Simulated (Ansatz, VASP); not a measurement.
**One calculation of CaSe, two programs**

```
Ca Se
1.0
     3.57670    0.00000    0.00000
     0.00000    3.57670    0.00000
     0.00000    0.00000    3.57670
Ca Se
1 1
Direct
  0.00000 0.00000 0.00000
  0.50000 0.50000 0.50000
```

Alike in both runs: task single point; functional PBE; k mesh 6 × 6 × 6; no spin polarisation.

```csv
,VASP,Ansatz
version,VASP 6.6.1,Ansatz 0.2.0
potentials or method,"VASP PAW PBE potentials, release 64 (Ca_sv, Se)","plane waves, PAW"
plane-wave cutoff (eV),520,420
occupations,"gaussian, width 0.01 eV",fixed
valence electrons in the cell,16,26
```

Ansatz gave:

| Item | Value |
| --- | --- |
| gap on the k mesh at the Fermi level (eV) | 0.69 |
| pressure (GPa) | 3.5 |

What did VASP give for the same quantities?

gap on the k mesh at the Fermi level (eV): 0.68; pressure (GPa): 3.8.

VASP's potentials hold 16 valence electrons a cell and Ansatz's 26, so a difference there can come from the potentials and not from the codes.
